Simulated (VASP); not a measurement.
# AlN (hse) (P6_3mc) in VASP: single point with HSE06

Aim: the single point of AlN (hse) with HSE06.

Everything below comes from runs of VASP 6.6.1. Logs are shortened: lines on timing, memory, paths and dates and some standing lists are left out, and cuts for length are marked.

## 1. The cell of the first run

It takes space group P6_3mc (No. 186, hexagonal). The conventional cell has a = 3.130 Å, b = 3.130 Å, c = 5.018 Å, α = 90.00°, β = 90.00°, γ = 120.00°. Within 2.5 Å of Al (site symmetry 3m) lie 4 N at 1.90 to 1.91 Å. Within 2.5 Å of N (site symmetry 3m) lie 4 Al at 1.90 to 1.91 Å.

## 2. Single point, HSE06

POSCAR

```
AlN
1.0
    3.1302014211      0.0000000000      0.0000000000
   -1.5651007105      2.7108339496      0.0000000000
    0.0000000000      0.0000000000      5.0180342172
Al N
2 2
Direct
    0.6666666667      0.3333333333      0.4992343723
    0.3333333333      0.6666666667      0.9992343723
    0.6666666667      0.3333333333      0.8807656277
    0.3333333333      0.6666666667      0.3807656277
```

INCAR.step1

```
SYSTEM = AlN
PREC = Accurate
ENCUT = 520
EDIFF = 1E-5
ISMEAR = 0
SIGMA = 0.01
LREAL = .FALSE.
LASPH = .TRUE.
NELM = 100
ALGO = Normal
ISIF = 2
LWAVE = .TRUE.
NBANDS = 16
GGA = PE
LUSENCCL = .FALSE.
```

INCAR.step2

```
SYSTEM = AlN
PREC = Accurate
ENCUT = 520
EDIFF = 1E-6
ISMEAR = 0
SIGMA = 0.01
LREAL = .FALSE.
LASPH = .TRUE.
NELM = 100
ALGO = Normal
ISIF = 2
LWAVE = .FALSE.
LCHARG = .TRUE.
GGA = PE
LHFCALC = .TRUE.
HFSCREEN = 0.2079
PRECFOCK = Normal
LELF = .TRUE.
LVHAR = .TRUE.
NBANDS = 16
ISTART = 1
LUSENCCL = .FALSE.
```

KPOINTS

```
regular mesh
0
G
  6 6 4
  0 0 0
```

Potentials or basis: VASP PAW PBE potentials, release 64 (Al, N).

On the command line:

```
cat potpaw_PBE.64/Al/POTCAR potpaw_PBE.64/N/POTCAR > POTCAR
cp INCAR.step1 INCAR
mpirun -np 1 vasp_std > vasp.out
cp INCAR.step2 INCAR
mpirun -np 1 vasp_std > vasp.out
```

OUTCAR:

```text
SYSTEM = AlN
   PREC = Accurate
   ENCUT = 520
   EDIFF = 1E-6
   ISMEAR = 0
   LREAL = .FALSE.
   LASPH = .TRUE.
   NELM = 100
   ISIF = 2
   GGA = PE
   LHFCALC = .TRUE.
   HFSCREEN = 0.2079
   PRECFOCK = Normal
   ISTART = 1

 ion  position               nearest neighbor table
   1  0.667  0.333  0.499-   4 1.90   4 1.90   4 1.90   3 1.91   2 3.09   2 3.09   2 3.09   2 3.09
                             2 3.09   2 3.09
   2  0.333  0.667  0.999-   3 1.90   3 1.90   3 1.90   4 1.91   1 3.09   1 3.09   1 3.09   1 3.09
                             1 3.09   1 3.09
   3  0.667  0.333  0.881-   2 1.90   2 1.90   2 1.90   1 1.91
   4  0.333  0.667  0.381-   1 1.90   1 1.90   1 1.90   2 1.91

  LATTYP: Found a hexagonal cell.
 ALAT       =     3.1302014211
 C/A-ratio  =     1.6031026577

  Lattice vectors:

 A1 = (   3.1302014211,   0.0000000000,   0.0000000000)
 A2 = (  -1.5651007105,   2.7108339496,   0.0000000000)
 A3 = (   0.0000000000,   0.0000000000,   5.0180342172)

Analysis of symmetry for initial positions (statically):
=====================================================================
 Subroutine PRICEL returns:
 Original cell was already a primitive cell.

 Routine SETGRP: Setting up the symmetry group for a
 hexagonal supercell.

 Subroutine GETGRP returns: Found 12 space group operations
 (whereof  6 operations were pure point group operations)
 out of a pool of 24 trial point group operations.

The static configuration has the point symmetry C_3v.
 The point group associated with its full space group is C_6v.

Analysis of symmetry for dynamics (positions and initial velocities):
=====================================================================
 Subroutine PRICEL returns:
 Original cell was already a primitive cell.

 Routine SETGRP: Setting up the symmetry group for a
 hexagonal supercell.

 Subroutine GETGRP returns: Found 12 space group operations
 (whereof  6 operations were pure point group operations)
 out of a pool of 24 trial point group operations.

The dynamic configuration has the point symmetry C_3v.
 The point group associated with its full space group is C_6v.

 Subroutine INISYM returns: Found 12 space group operations
 (whereof  6 operations are pure point group operations),
 and found     1 'primitive' translations

----------------------------------------------------------------------------------------

                                     Primitive cell

  volume of cell :      42.5803

  direct lattice vectors                    reciprocal lattice vectors
     3.130201421  0.000000000  0.000000000     0.319468260  0.184445086 -0.000000000
    -1.565100711  2.710833950  0.000000000     0.000000000  0.368890171  0.000000000
     0.000000000  0.000000000  5.018034217     0.000000000 -0.000000000  0.199281224

  length of vectors
     3.130201421  3.130201421  5.018034217     0.368890171  0.368890171  0.199281224

  position of ions in fractional coordinates (direct lattice)
     0.666666667  0.333333333  0.499234372
     0.333333333  0.666666667  0.999234372
     0.666666667  0.333333333  0.880765628
     0.333333333  0.666666667  0.380765628

  ion indices of the primitive-cell ions
   primitive index   ion index
                 1           1
                 2           2
                 3           3
                 4           4

----------------------------------------------------------------------------------------

 KPOINTS: regular mesh

Automatic generation of k-mesh.
 Grid dimensions read from file:
 generate k-points for:    6    6    4

 Generating k-lattice:

  Cartesian coordinates                     Fractional coordinates (reciprocal lattice)
     0.053244710  0.030740848 -0.000000000     0.166666667  0.000000000  0.000000000
     0.000000000  0.061481695  0.000000000     0.000000000  0.166666667  0.000000000
     0.000000000 -0.000000000  0.049820306     0.000000000  0.000000000  0.250000000

  Length of vectors
     0.061481695  0.061481695  0.049820306

  Shift w.r.t. Gamma in fractional coordinates (k-lattice)
     0.000000000  0.000000000  0.000000000

 Subroutine IBZKPT returns following result:
 ===========================================

 Found     21 irreducible k-points:

 Following reciprocal coordinates:
            Coordinates               Weight
  0.000000  0.000000  0.000000      1.000000
  0.166667  0.000000  0.000000      6.000000
  0.333333  0.000000  0.000000      6.000000
  0.500000  0.000000  0.000000      3.000000
  0.166667  0.166667  0.000000      6.000000
  0.333333  0.166667  0.000000     12.000000
[... 13 lines left out ...]
  0.333333  0.166667  0.500000     12.000000
  0.333333  0.333333  0.500000      2.000000
   k-points           NKPTS =     21   k-points in BZ     NKDIM =    144   number of bands    NBANDS=     16
   number of dos      NEDOS =    301   number of ions     NIONS =      4
   total plane-waves  NPLWV =  23040
   dimension x,y,z NGX =    24 NGY =   24 NGZ =   40
   dimension x,y,z NGXF=    48 NGYF=   48 NGZF=   80
   ions per type =               2   2
   NGX,Y,Z   is equivalent  to a cutoff of  12.75, 12.75, 13.25 a.u.
   NGXF,Y,Z  is equivalent  to a cutoff of  25.49, 25.49, 26.50 a.u.
 SYSTEM =  AlN
   PREC   = accura    normal or accurate (medium, high low for compatibility)
   ISTART =      1    job   : 0-new  1-cont  2-samecut
   ICHARG =      0    charge: 1-file 2-atom 10-const
   ISPIN  =      1    spin polarized calculation?
   LNONCOLLINEAR =      F non collinear calculations
   LSORBIT =      F    spin-orbit coupling
   LASPH  =      T    aspherical Exc in radial PAW
   ENCUT  =  520.0 eV  38.22 Ry    6.18 a.u.   5.82  5.82  9.33*2*pi/ulx,y,z
   NELM   =    100;   NELMIN=  2; NELMDL=  0     # of ELM steps
   EDIFF  = 0.1E-05   stopping-criterion for ELM
   LREAL  =      F    real-space projection
   EDIFFG = 0.1E-04   stopping-criterion for IOM
   NSW    =      0    number of steps for IOM
   IBRION =     -1    ionic relax: 0-MD 1-quasi-New 2-CG
   NFREE  =      0    steps in history (QN), initial steepest desc. (CG)
   ISIF   =      2    stress and relaxation
   ISYM   =      3    0-nonsym 1-usesym 2-fastsym
   POTIM  = 0.5000    time-step for ionic-motion
   TEBEG  =    0.0;   TEEND  =   0.0 temperature during run
   PSTRESS=    0.0 pullay stress
   NELECT =      16.0000    total number of electrons
   NUPDOWN=      -1.0000    fix difference up-down
   EMIN   =  10.00;   EMAX   =-10.00  energy-range for DOS
   EFERMI =   0.00;   METHOD = LEGACY
   ISMEAR =     0;   SIGMA  =   0.01  broadening in eV -4-tet -1-fermi 0-gaus
   EFERMI_NEDOS =   21; number of points for ismear=-14 and -15
   IALGO  =     38    algorithm
   IMIX   =      1    mixing-type and parameters
     AMIX     =   0.40;   BMIX     =  1.00
     AMIX_MAG =   1.60;   BMIX_MAG =  1.00
  volume/ion in A,a.u.               =      10.65        71.84
  Fermi-wavevector in a.u.,A,eV,Ry     =   1.181350  2.232428 18.988122  1.395588
  Thomas-Fermi vector in A             =   2.317625
   LORBIT       =      0    0 simple, 1 ext, 2 COOP (PROOUT), +10 PAW based schemes
   GGA     = PE    functional components
   LHFCALC =     T    Hartree Fock is set to
   PRECFOCK=normal    Normal, Fast or Accurate (Low or Medium for compatibility)
   ENCUT4O =  -1.0   cutoff for four orbital integrals eV
   NKREDX  =     1    reduce k-point grid by
   NKREDY  =     1    reduce k-point grid by
   NKREDZ  =     1    reduce k-point grid by
   AEXX    =    0.2500 exact exchange contribution
   HFSCREEN=    0.2079 screening length (either q_TF or 0.3 A-1)
   HFSCREENC=   0.2079 screening length for correlation (either q_TF or 0.3 A-1)
   ENCUTFOCK=  -1.0 apply spherical cutoff to Coloumb kernel
   IVDW    =     0    specifies the selected vdW correction
   LEPSILON=     F    determine dielectric tensor
   LRPA    =     F    only Hartree local field effects (RPA)
 non-spin polarized calculation
 Gauss-broadening in eV      SIGMA  =   0.01
  energy-cutoff  :      520.00
  volume of cell :       42.58
 maximum number of plane-waves:      1170
 NGX is ok and might be reduce to    24
  NGX = 18; NGY = 18; NGZ = 28

 number of electron      15.9999998 magnetization

 Free energy of the ion-electron system (eV)
  ---------------------------------------------------
  ext. energy  EPLUGINS =         0.00000000
  ---------------------------------------------------
  free energy    TOTEN  =       -34.87616485 eV

  energy without entropy =      -34.87616485  energy(sigma->0) =      -34.87616485

 E-fermi :   5.1169     XC(G=0):  -8.9309

 val. band max:        5.0639086166   @ k =   0.0000   0.0000   0.0000
 cond. band min:      10.4366082472   @ k =   0.0000   0.0000   0.0000
 fundamental gap:      5.3726996306
 Fermi energy:         5.1169401596

 k-point     1 :       0.0000    0.0000    0.0000
  band No.  band energies     occupation
      1     -11.5144      2.00000
      2      -9.2941      2.00000
      3      -1.3492      2.00000
      4       4.1259      2.00000
      5       4.1259      2.00000
      6       4.8422      2.00000
[... 8 lines left out ...]
     15      19.7571      0.00000
     16      19.7571      0.00000

 k-point     2 :       0.1667    0.0000    0.0000
  band No.  band energies     occupation
      1     -11.1511      2.00000
      2      -9.0979      2.00000
      3      -0.9003      2.00000
      4       2.6295      2.00000
      5       3.4805      2.00000
      6       3.7063      2.00000
[... 8 lines left out ...]
     15      18.9950      0.00000
     16      19.4303      0.00000

 k-point     3 :       0.3333    0.0000    0.0000
  band No.  band energies     occupation
      1     -10.2177      2.00000
      2      -8.7502      2.00000
      3       0.2307      2.00000
      4       0.3512      2.00000
      5       1.4956      2.00000
      6       3.0675      2.00000
[... 8 lines left out ...]
     15      18.7441      0.00000
     16      21.1774      0.00000

 k-point     4 :       0.5000    0.0000    0.0000
  band No.  band energies     occupation
      1      -9.4720      2.00000
      2      -8.7500      2.00000
      3      -0.7696      2.00000
      4       0.5771      2.00000
      5       1.4760      2.00000
      6       2.8001      2.00000
[... 8 lines left out ...]
     15      19.5514      0.00000
     16      21.8165      0.00000

 k-point     5 :       0.1667    0.1667    0.0000
  band No.  band energies     occupation
      1     -10.4960      2.00000
      2      -8.8190      2.00000
      3      -0.0581      2.00000
      4       1.4378      2.00000
      5       1.4643      2.00000
      6       3.2321      2.00000
[... 8 lines left out ...]
     15      19.2737      0.00000
     16      20.7824      0.00000

 k-point     6 :       0.3333    0.1667    0.0000
  band No.  band energies     occupation
      1      -9.5445      2.00000
      2      -8.6889      2.00000
      3      -0.2341      2.00000
      4       0.8379      2.00000
      5       1.3389      2.00000
      6       2.0703      2.00000
[... 8 lines left out ...]
     15      19.1429      0.00000
     16      21.4937      0.00000
[... 210 lines left out ...]
 k-point    18 :       0.5000    0.0000    0.5000
  band No.  band energies     occupation
      1      -9.0869      2.00000
      2      -9.0869      2.00000
      3      -0.9350      2.00000
      4      -0.9350      2.00000
      5       3.4748      2.00000
      6       3.4748      2.00000
[... 8 lines left out ...]
     15      19.9528      0.00000
     16      19.9528      0.00000

 k-point    19 :       0.1667    0.1667    0.5000
  band No.  band energies     occupation
      1      -9.7472      2.00000
      2      -9.7472      2.00000
      3       0.5510      2.00000
      4       0.5510      2.00000
      5       3.1021      2.00000
      6       3.1021      2.00000
[... 8 lines left out ...]
     15      19.5967      0.00000
     16      19.5967      0.00000

 k-point    20 :       0.3333    0.1667    0.5000
  band No.  band energies     occupation
      1      -9.1063      2.00000
      2      -9.1063      2.00000
      3      -0.4612      2.00000
      4      -0.4612      2.00000
      5       2.2665      2.00000
      6       2.2665      2.00000
[... 8 lines left out ...]
     15      20.1599      0.00000
     16      20.1599      0.00000

 k-point    21 :       0.3333    0.3333    0.5000
  band No.  band energies     occupation
      1      -8.8756      2.00000
      2      -8.8756      2.00000
      3      -0.1311      2.00000
      4      -0.1311      2.00000
      5       0.9694      2.00000
      6       0.9694      2.00000
[... 8 lines left out ...]
     15      20.4528      0.00000
     16      20.4528      0.00000

------------------------ aborting loop because EDIFF is reached ----------------------------------------

  FORCE on cell =-STRESS in cart. coord.  units (eV):
  Direction    XX          YY          ZZ          XY          YZ          ZX
  --------------------------------------------------------------------------------------
  -------------------------------------------------------------------------------------
  Total       -1.4494127     -1.4494127     -1.4332049     -0.0000000     -0.0000000      0.0000000
  in kB      -54.5373246    -54.5373246    -53.9274707     -0.0000000     -0.0000000      0.0000000
  external PRESSURE =     -54.3340400 kB  Pullay stress =       0.0000000 kB

 VOLUME and BASIS-vectors are now :
 -----------------------------------------------------------------------------
  energy-cutoff  :      520.00
  volume of cell :       42.58
      direct lattice vectors                 reciprocal lattice vectors
     3.130201421  0.000000000  0.000000000     0.319468260  0.184445086 -0.000000000
    -1.565100711  2.710833950  0.000000000     0.000000000  0.368890171  0.000000000
     0.000000000  0.000000000  5.018034217     0.000000000 -0.000000000  0.199281224

 POSITION                                       TOTAL-FORCE (eV/Angst)
 -----------------------------------------------------------------------------------
      1.56510      0.90361      2.50518        -0.000000      0.000000      0.001632
     -0.00000      1.80722      5.01419         0.000000     -0.000000      0.001632
      1.56510      0.90361      4.41971         0.000000      0.000000     -0.001632
     -0.00000      1.80722      1.91069        -0.000000     -0.000000     -0.001632
 -----------------------------------------------------------------------------------
    total drift:                                0.000000     -0.000000      0.000354

  FREE ENERGIE OF THE ION-ELECTRON SYSTEM (eV)
  ---------------------------------------------------
  free  energy   TOTEN  =       -34.8761648478 eV

  energy  without entropy=      -34.8761648478  energy(sigma->0) =      -34.87616485
```

Run time: 21 min. Hardware: 1 × NVIDIA H100 80GB with 1 thread of AMD EPYC 7R13 (Zen 3), shared host; peak memory 1.2 GiB.

What came out:

- Free energy: -34.8762 eV
- Pressure: -5.4 GPa
- Band gap on the k mesh: 5.37 eV, direct

Levels at points of the mesh, in eV from the valence-band top:
| k point | band 5 | band 6 | band 7 | band 8 | band 9 | band 10 | band 11 | band 12 |
| --- | --- | --- | --- | --- | --- | --- | --- | --- |
| (0.00, 0.00, 0.00) | -0.94 | -0.22 | -0.22 | 0.00 | 5.37 | 7.95 | 12.29 | 12.62 |
| (0.50, 0.00, 0.00) | -3.59 | -2.26 | -1.86 | -0.76 | 7.10 | 7.11 | 9.54 | 11.92 |
| (0.00, 0.00, 0.50) | -0.59 | -0.59 | -0.59 | -0.59 | 7.77 | 7.77 | 11.82 | 11.82 |
| (0.50, 0.00, 0.50) | -1.59 | -1.59 | -1.47 | -1.47 | 6.57 | 6.57 | 10.66 | 10.66 |

Caveat: the PAW data sets were made with another functional, which shifts forces and pressure a little.
